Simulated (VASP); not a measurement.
# Zr2F (R3m) in VASP: notebook

The runs below take Zr2F through single point, relaxation of cell and atoms, with PBE.

Program: VASP 6.6.1. These are calculated values, not measurements. Logs are shortened: lines on timing, memory, paths and dates and some standing lists are left out, and cuts for length are marked.

### Step 1. The cell of the first run

Symmetry: R3m, No. 160, trigonal system. The conventional cell has a = 2.885 Å, b = 2.885 Å, c = 16.754 Å, α = 90.00°, β = 90.00°, γ = 120.00°. Within 2.9 Å of Zr (site symmetry 3m) lie 3 F at 2.16 Å and 7 Zr at 2.74 to 2.88 Å. Zr (site symmetry 3m) has 3 F at 2.16 Å and 7 Zr at 2.74 to 2.88 Å within 2.9 Å. F (site symmetry 3m) has 6 Zr at 2.16 Å and 6 F at 2.88 Å within 2.9 Å.

### Step 2. Single point, PBE

Contents of INCAR:

```
PREC = Accurate
ENCUT = 520
EDIFF = 1E-7
ISMEAR = 0
SIGMA = 0.1
LREAL = F
LASPH = T
NELM = 80
ALGO = Normal
ISIF = 2
LWAVE = F
LCHARG = F
GGA = PE
NBANDS = 22
```

Contents of KPOINTS:

```
Automatic mesh
0
Gamma
  6 6 6
```

Contents of POSCAR:

```
Zr2F
1.0
    1.4423680687      0.8327515927      5.5846308402
   -1.4423680687      0.8327515927      5.5846308402
    0.0000000000     -1.6655031855      5.5846308402
Zr F
2 1
Direct
    0.7484000000      0.7484000000      0.7484000000
    0.5849000000      0.5849000000      0.5849000000
    0.0000000000      0.0000000000      0.0000000000
```

Potentials or basis: VASP PAW PBE potentials, release 64 (Zr_sv, F).

Started as:

```bash
cat potpaw_PBE.64/Zr_sv/POTCAR potpaw_PBE.64/F/POTCAR > POTCAR
mpirun -np 1 vasp_std > vasp.out
```

OUTCAR:

```text
PREC = Accurate
   ENCUT = 520
   EDIFF = 1E-7
   ISMEAR = 0
   LREAL = F
   LASPH = T
   NELM = 80
   ISIF = 2
   GGA = PE

 ion  position               nearest neighbor table
   1  0.748  0.748  0.748-   3 2.16   3 2.16   3 2.16   2 2.74   2 3.30   2 3.30   2 3.30
   2  0.585  0.585  0.585-   3 2.16   3 2.16   3 2.16   1 2.74   1 3.30   1 3.30   1 3.30
   3  0.000  0.000  0.000-   1 2.16   1 2.16   1 2.16   2 2.16   2 2.16   2 2.16

  LATTYP: Found a trigonal (rhomboedric) cell.
 ALAT       =     5.8276927237
 COS(alpha) =     0.8774851014

  Lattice vectors:

 A1 = (   1.4423680687,   0.8327515927,   5.5846308402)
 A2 = (  -1.4423680687,   0.8327515927,   5.5846308402)
 A3 = (   0.0000000000,  -1.6655031855,   5.5846308402)

Analysis of symmetry for initial positions (statically):
=====================================================================
 Subroutine PRICEL returns:
 Original cell was already a primitive cell.

 Routine SETGRP: Setting up the symmetry group for a
 trigonal (rhombohedral) supercell.

 Subroutine GETGRP returns: Found  6 space group operations
 (whereof  6 operations were pure point group operations)
 out of a pool of 12 trial point group operations.

The static configuration has the point symmetry C_3v.

Analysis of symmetry for dynamics (positions and initial velocities):
=====================================================================
 Subroutine PRICEL returns:
 Original cell was already a primitive cell.

 Routine SETGRP: Setting up the symmetry group for a
 trigonal (rhombohedral) supercell.

 Subroutine GETGRP returns: Found  6 space group operations
 (whereof  6 operations were pure point group operations)
 out of a pool of 12 trial point group operations.

The dynamic configuration has the point symmetry C_3v.

 Subroutine INISYM returns: Found  6 space group operations
 (whereof  6 operations are pure point group operations),
 and found     1 'primitive' translations

----------------------------------------------------------------------------------------

                                     Primitive cell

  volume of cell :      40.2474

  direct lattice vectors                    reciprocal lattice vectors
     1.442368069  0.832751593  5.584630840     0.346652155  0.200139715  0.059687622
    -1.442368069  0.832751593  5.584630840    -0.346652155  0.200139715  0.059687622
     0.000000000 -1.665503185  5.584630840     0.000000000 -0.400279431  0.059687622

  length of vectors
     5.827692724  5.827692724  5.827692724     0.404705121  0.404705121  0.404705121

  position of ions in fractional coordinates (direct lattice)
     0.748400000  0.748400000  0.748400000
     0.584900000  0.584900000  0.584900000
     0.000000000  0.000000000  0.000000000

  ion indices of the primitive-cell ions
   primitive index   ion index
                 1           1
                 2           2
                 3           3

----------------------------------------------------------------------------------------

 KPOINTS: Automatic mesh

Automatic generation of k-mesh.
 Grid dimensions read from file:
 generate k-points for:    6    6    6

 Generating k-lattice:

  Cartesian coordinates                     Fractional coordinates (reciprocal lattice)
     0.057775359  0.033356619  0.009947937     0.166666667  0.000000000  0.000000000
    -0.057775359  0.033356619  0.009947937     0.000000000  0.166666667  0.000000000
     0.000000000 -0.066713238  0.009947937     0.000000000  0.000000000  0.166666667

  Length of vectors
     0.067450853  0.067450853  0.067450853

  Shift w.r.t. Gamma in fractional coordinates (k-lattice)
     0.000000000  0.000000000  0.000000000

 Subroutine IBZKPT returns following result:
 ===========================================

 Found     32 irreducible k-points:

 Following reciprocal coordinates:
            Coordinates               Weight
  0.000000  0.000000  0.000000      1.000000
  0.166667  0.000000  0.000000      6.000000
  0.333333  0.000000  0.000000      6.000000
  0.500000  0.000000  0.000000      3.000000
  0.166667  0.166667  0.000000      6.000000
  0.333333  0.166667  0.000000     12.000000
[... 16 lines left out ...]
  0.500000  0.500000  0.166667      6.000000
 -0.333333  0.500000  0.166667     12.000000
 [... further k-points ...]
   k-points           NKPTS =     32   k-points in BZ     NKDIM =     32   number of bands    NBANDS=     22
   number of dos      NEDOS =    301   number of ions     NIONS =      3
   total plane-waves  NPLWV = 110592
   dimension x,y,z NGX =    48 NGY =   48 NGZ =   48
   dimension x,y,z NGXF=    96 NGYF=   96 NGZF=   96
   ions per type =               2   1
   NGX,Y,Z   is equivalent  to a cutoff of  13.69, 13.69, 13.69 a.u.
   NGXF,Y,Z  is equivalent  to a cutoff of  27.39, 27.39, 27.39 a.u.
 SYSTEM =  unknown system
   PREC   = accura    normal or accurate (medium, high low for compatibility)
   ISTART =      0    job   : 0-new  1-cont  2-samecut
   ICHARG =      2    charge: 1-file 2-atom 10-const
   ISPIN  =      1    spin polarized calculation?
   LNONCOLLINEAR =      F non collinear calculations
   LSORBIT =      F    spin-orbit coupling
   LASPH  =      T    aspherical Exc in radial PAW
   ENCUT  =  520.0 eV  38.22 Ry    6.18 a.u.  10.84 10.84 10.84*2*pi/ulx,y,z
   NELM   =     80;   NELMIN=  2; NELMDL= -5     # of ELM steps
   EDIFF  = 0.1E-06   stopping-criterion for ELM
   LREAL  =      F    real-space projection
   EDIFFG = 0.1E-05   stopping-criterion for IOM
   NSW    =      0    number of steps for IOM
   IBRION =     -1    ionic relax: 0-MD 1-quasi-New 2-CG
   NFREE  =      0    steps in history (QN), initial steepest desc. (CG)
   ISIF   =      2    stress and relaxation
   ISYM   =      2    0-nonsym 1-usesym 2-fastsym
   POTIM  = 0.5000    time-step for ionic-motion
   TEBEG  =    0.0;   TEEND  =   0.0 temperature during run
   PSTRESS=    0.0 pullay stress
   NELECT =      31.0000    total number of electrons
   NUPDOWN=      -1.0000    fix difference up-down
   EMIN   =  10.00;   EMAX   =-10.00  energy-range for DOS
   EFERMI =   0.00;   METHOD = LEGACY
   ISMEAR =     0;   SIGMA  =   0.10  broadening in eV -4-tet -1-fermi 0-gaus
   EFERMI_NEDOS =   21; number of points for ismear=-14 and -15
   IALGO  =     38    algorithm
   IMIX   =      4    mixing-type and parameters
     AMIX     =   0.40;   BMIX     =  1.00
     AMIX_MAG =   1.60;   BMIX_MAG =  1.00
  volume/ion in A,a.u.               =      13.42        90.53
  Fermi-wavevector in a.u.,A,eV,Ry     =   1.500662  2.835841 30.640147  2.251987
  Thomas-Fermi vector in A             =   2.612134
   LORBIT       =      0    0 simple, 1 ext, 2 COOP (PROOUT), +10 PAW based schemes
   GGA     = PE    functional components
   LHFCALC =     F    Hartree Fock is set to
   AEXX    =    0.0000 exact exchange contribution
   IVDW    =     0    specifies the selected vdW correction
   LEPSILON=     F    determine dielectric tensor
   LRPA    =     F    only Hartree local field effects (RPA)
 non-spin polarized calculation
 Gauss-broadening in eV      SIGMA  =   0.10
  energy-cutoff  :      520.00
  volume of cell :       40.25
 maximum number of plane-waves:      1112
 NGX is ok and might be reduce to    48
   NGX = 21   NGY = 21   NGZ = 21

 number of electron      31.0000003 magnetization

 Free energy of the ion-electron system (eV)
  ---------------------------------------------------
  ext. energy  EPLUGINS =         0.00000000
  ---------------------------------------------------
  free energy    TOTEN  =       -19.22376962 eV

  energy without entropy =      -19.21172549  energy(sigma->0) =      -19.21774755

 E-fermi :  12.6175     XC(G=0): -12.5675

 val. band max:       12.6108720340   @ k =  -0.3333   0.1667   0.1667
 cond. band min:      12.6590689995   @ k =  -0.3333   0.3333   0.1667
 fundamental gap:      0.0481969655
 Fermi energy:        12.6175461807

 k-point     1 :       0.0000    0.0000    0.0000
  band No.  band energies     occupation
      1     -36.3354      2.00000
      2     -36.0709      2.00000
      3     -18.6789      2.00000
      4     -13.7781      2.00000
      5     -13.4255      2.00000
      6     -13.3755      2.00000
[... 14 lines left out ...]
     21      16.8164      0.00000
     22      16.8164      0.00000

 k-point     2 :       0.1667    0.0000    0.0000
  band No.  band energies     occupation
      1     -36.2418      2.00000
      2     -35.9938      2.00000
      3     -18.5744      2.00000
      4     -14.3449      2.00000
      5     -13.8382      2.00000
      6     -13.6468      2.00000
[... 14 lines left out ...]
     21      16.9080      0.00000
     22      16.9217      0.00000

 k-point     3 :       0.3333    0.0000    0.0000
  band No.  band energies     occupation
      1     -36.0477      2.00000
      2     -35.8356      2.00000
      3     -18.4657      2.00000
      4     -14.9999      2.00000
      5     -14.7319      2.00000
      6     -13.7385      2.00000
[... 14 lines left out ...]
     21      17.2993      0.00000
     22      17.4199      0.00000

 k-point     4 :       0.5000    0.0000    0.0000
  band No.  band energies     occupation
      1     -35.9470      2.00000
      2     -35.7545      2.00000
      3     -18.4957      2.00000
      4     -15.2151      2.00000
      5     -14.9667      2.00000
      6     -13.8532      2.00000
[... 14 lines left out ...]
     21      19.5866      0.00000
     22      19.6942      0.00000

 k-point     5 :       0.1667    0.1667    0.0000
  band No.  band energies     occupation
      1     -36.2387      2.00000
      2     -35.9971      2.00000
      3     -18.5691      2.00000
      4     -14.3352      2.00000
      5     -13.8542      2.00000
      6     -13.6680      2.00000
[... 417 lines left out ...]
 k-point    22 :      -0.1667    0.3333    0.1667
  band No.  band energies     occupation
      1     -35.9446      2.00000
      2     -35.7580      2.00000
      3     -18.4248      2.00000
      4     -14.9954      2.00000
      5     -14.9421      2.00000
      6     -14.3679      2.00000
[... 14 lines left out ...]
     21      17.7323      0.00000
     22      19.1085      0.00000

 k-point    23 :       0.5000    0.5000    0.1667
  band No.  band energies     occupation
      1     -36.0260      2.00000
      2     -35.8584      2.00000
      3     -18.4606      2.00000
      4     -14.8255      2.00000
      5     -14.7486      2.00000
      6     -13.8185      2.00000
[... 14 lines left out ...]
     21      17.3160      0.00000
     22      17.8094      0.00000

 k-point    24 :      -0.3333    0.5000    0.1667
  band No.  band energies     occupation
      1     -35.9333      2.00000
      2     -35.7698      2.00000
      3     -18.4323      2.00000
      4     -14.9910      2.00000
      5     -14.8103      2.00000
      6     -14.3785      2.00000
[... 14 lines left out ...]
     21      17.0413      0.00000
     22      18.6288      0.00000

 [... further k-points ...]
[... 5 lines left out ...]
  --------------------------------------------------------------------------------------
  -------------------------------------------------------------------------------------
  Total       15.4593672     15.4593672     13.6523195      0.0000000     -0.0000000      0.0000000
  in kB      615.4106435    615.4106435    543.4752042      0.0000000     -0.0000000      0.0000000
  external PRESSURE =     591.4321637 kB  Pullay stress =       0.0000000 kB

 VOLUME and BASIS-vectors are now :
 -----------------------------------------------------------------------------
  energy-cutoff  :      520.00
  volume of cell :       40.25
      direct lattice vectors                 reciprocal lattice vectors
     1.442368069  0.832751593  5.584630840     0.346652155  0.200139715  0.059687622
    -1.442368069  0.832751593  5.584630840    -0.346652155  0.200139715  0.059687622
     0.000000000 -1.665503185  5.584630840     0.000000000 -0.400279431  0.059687622

 POSITION                                       TOTAL-FORCE (eV/Angst)
 -----------------------------------------------------------------------------------
      0.00000     -0.00000     12.53861         0.000000     -0.000000      6.345644
      0.00000     -0.00000      9.79935         0.000000      0.000000     -6.362307
      0.00000      0.00000      0.00000         0.000000     -0.000000      0.016663
 -----------------------------------------------------------------------------------
    total drift:                                0.000000      0.000000      0.000017

  FREE ENERGIE OF THE ION-ELECTRON SYSTEM (eV)
  ---------------------------------------------------
  free  energy   TOTEN  =       -19.2237696212 eV

  energy  without entropy=      -19.2117254861  energy(sigma->0) =      -19.21774755
```

It took 2.2 min on 1 thread of Oxide Virtual Turin-like, shared host; peak memory 0.26 GiB.

Results:

```yaml
Free_energy: -19.2238 eV
Pressure: 59.1 GPa
Largest_force: 6.362 eV/Å
```

Forces on the atoms (eV/Å):
```
Zr   0.000  0.000  6.346
Zr   0.000  0.000 -6.362
F    0.000  0.000  0.017
```

Stress tensor (GPa, compression positive):
```
61.54  0.00  0.00
 0.00 61.54  0.00
 0.00  0.00 54.35
```

Caveat: the k points lie up to 0.42 Å⁻¹ apart; an odd number of electrons without spin polarisation forces a metal; a magnetic or distorted state may lie lower.

### Step 3. Single point, PBE

This run uses another cell than the first one, of 17.81 Å³/atom, 1.327 times its volume.

Contents of INCAR:

```
PREC = Accurate ; ENCUT = 520
EDIFF = 1E-6 ; ISMEAR = 0
SIGMA = 0.1 ; LREAL = F
LASPH = T ; NELM = 60
ALGO = Normal ; ISIF = 2
LWAVE = F ; LCHARG = T
GGA = PE ; LELF = T
LVHAR = T ; NBANDS = 22
```

Contents of KPOINTS:

```
regular mesh
0
Gamma
  6 6 6
```

Contents of POSCAR:

```
Zr2F
1.0
    1.6073134755      0.9279828678      5.9689358278
   -1.6073134755      0.9279828678      5.9689358278
    0.0000000000     -1.8559657356      5.9689358278
Zr F
2 1
Direct
    0.7621141085      0.7621141085      0.7621141085
    0.5672384579      0.5672384579      0.5672384579
    0.0039474336      0.0039474336      0.0039474336
```

Potentials or basis: VASP PAW PBE potentials, release 64 (Zr_sv, F).

Started as:

```bash
cat potpaw_PBE.64/Zr_sv/POTCAR potpaw_PBE.64/F/POTCAR > POTCAR
mpirun -np 1 vasp_std > vasp.out
```

It took 2.4 min on 1 thread of Oxide Virtual Turin-like, shared host; peak memory 0.28 GiB.

The run converged. Its results:

```
Free energy   : -22.1921 eV
Pressure      : -0.1 GPa
Largest force : 0.043 eV/Å
```

Forces on the atoms (eV/Å):
```
Zr   0.000  0.000  0.032
Zr   0.000  0.000 -0.043
F    0.000  0.000  0.011
```

Levels at points of the mesh, in eV from the Fermi level:
```
           k point  band 13  band 14  band 15  band 16  band 17  band 18
(0.00, 0.00, 0.00)    -4.64    -2.45    -0.64     0.39     0.39     0.87
(0.50, 0.00, 0.00)    -2.53    -2.14    -1.64    -0.24     1.09     1.80
(0.50, 0.50, 0.00)    -2.72    -2.25    -1.50     0.16     1.27     1.88
(0.50, 0.50, 0.50)    -3.59    -3.26    -0.19     0.52     0.52     0.74
```

Caveat: the k points lie up to 0.38 Å⁻¹ apart; an odd number of electrons without spin polarisation forces a metal; a magnetic or distorted state may lie lower.

### Step 4. Relaxation of cell and atoms, PBE

Contents of INCAR:

```
PREC = Accurate ; ENCUT = 600
EDIFF = 1E-6 ; ISMEAR = 0
SIGMA = 0.1 ; LREAL = F
LASPH = T ; NELM = 60
ALGO = Normal ; ISIF = 3
LWAVE = F ; LCHARG = F
GGA = PE ; IBRION = 2
NSW = 90 ; EDIFFG = -0.04
```

KPOINTS is that of step 3.

Contents of POSCAR:

```
Zr2F
1.0
    1.4423680687      0.8327515927      5.5846308402
   -1.4423680687      0.8327515927      5.5846308402
    0.0000000000     -1.6655031855      5.5846308402
Zr F
2 1
Direct
    0.7484000000      0.7484000000      0.7484000000
    0.5849000000      0.5849000000      0.5849000000
    0.0000000000      0.0000000000      0.0000000000
```

Started as:

```bash
cat potpaw_PBE.64/Zr_sv/POTCAR potpaw_PBE.64/F/POTCAR > POTCAR
mpirun -np 1 vasp_std > vasp.out
```

Run time: 21 min. Hardware: 1 thread of Oxide Virtual Turin-like, shared host; peak memory 0.33 GiB.

Results (log left out):

| Item | Value |
| --- | --- |
| Free energy | -22.1752 eV |
| Relaxed volume | 17.75 Å³/atom |
| Relaxed cell | a = 6.247 Å, b = 6.247 Å, c = 6.247 Å, α = 29.78°, β = 29.78°, γ = 29.78° |
| Space group after relaxing (to 0.05 Å) | R3m (No. 160) |
| Energy gained by relaxing | 982.5 meV/atom |
| Ionic steps | 15 |
| Pressure after relaxing | 0.1 GPa |
| Largest force after relaxing | 0.013 eV/Å |

Forces on the atoms (eV/Å):
```
Zr   0.000  0.000  0.003
Zr   0.000  0.000 -0.013
F    0.000  0.000  0.011
```

Stress tensor (GPa, compression positive):
```
0.08 0.00 0.00
0.00 0.08 0.00
0.00 0.00 0.17
```

Step by step:
```csv
step,energy change (eV),largest force (eV/Å),pressure (GPa),volume (Å³)
1,0.0000,6.3617,59.08,40.25
2,-1.0787,0.9670,-20.52,76.47
3,-2.7706,1.1130,-5.68,55.75
4,-2.7804,1.1843,-4.40,54.93
5,-2.7823,1.2549,-3.15,54.19
6,-2.9130,0.5974,0.78,52.23
7,-2.9239,0.2550,2.73,51.49
8,-2.9418,0.1135,0.15,53.03
9,-2.9418,0.1121,0.25,52.96
10,-2.9430,0.0993,-0.11,53.11
11,-2.9431,0.0991,-0.40,53.23
12,-2.9439,0.0977,-0.24,53.14
13,-2.9446,0.0973,0.26,52.90
14,-2.9457,0.0714,0.23,52.99
15,-2.9474,0.0134,0.11,53.25
```

Final structure:
```
Zr F
1.0
     1.60526    0.92680    5.96551
    -1.60526    0.92680    5.96551
     0.00000   -1.85359    5.96551
Zr F
2 1
Direct
  0.76224 0.76224 0.76224
  0.56717 0.56717 0.56717
  0.00389 0.00389 0.00389
```

Levels at points of the mesh, in eV from the Fermi level:
| k point | band 11 | band 12 | band 13 | band 14 | band 15 | band 16 | band 17 | band 18 | band 19 |
| --- | --- | --- | --- | --- | --- | --- | --- | --- | --- |
| (0.00, 0.00, 0.00) | -7.86 | -7.86 | -4.65 | -2.47 | -0.64 | 0.39 | 0.39 | 0.87 | 0.87 |
| (0.50, 0.00, 0.00) | -8.70 | -8.09 | -2.55 | -2.15 | -1.65 | -0.23 | 1.09 | 1.81 | 2.86 |
| (0.50, 0.50, 0.00) | -8.71 | -8.11 | -2.74 | -2.26 | -1.51 | 0.16 | 1.27 | 1.89 | 2.45 |
| (0.50, 0.50, 0.50) | -7.87 | -7.87 | -3.60 | -3.28 | -0.19 | 0.51 | 0.51 | 0.74 | 0.79 |

Caveat: the k points lie up to 0.38 Å⁻¹ apart in the final cell; the volume moved by over 15 % at a fixed basis, so the end points are rough; an odd number of electrons without spin polarisation forces a metal; a magnetic or distorted state may lie lower.

### Step 5. The runs side by side

| task | cell | cutoff (eV) | gap on the mesh (eV) | pressure (GPa) | largest force (eV/Å) |
| --- | --- | --- | --- | --- | --- |
| single point | a = 5.828 Å, angles 28.7°, 3 atoms | 520 | none | 59.1 | 6.36 |
| single point | a = 6.251 Å, angles 29.8°, 3 atoms | 520 | none | -0.1 | 0.04 |
| relaxation of cell and atoms | relaxed from a = 5.828 Å, angles 28.7°, 3 atoms | 600 | none | 0.1 | 0.01 |

Alike in all rows: level PBE; potentials or basis VASP PAW PBE potentials, release 64 (Zr_sv, F); no spin polarisation; k mesh 6 × 6 × 6; smearing gaussian 0.1 eV.

Caveats: all runs use coarse meshes; an odd number of electrons without spin polarisation forces a metal; a magnetic or distorted state may lie lower; the volume moved by over 15 % at a fixed basis, so the end points are rough (some runs).

Absolute energies hang on the potentials; compare differences alone.
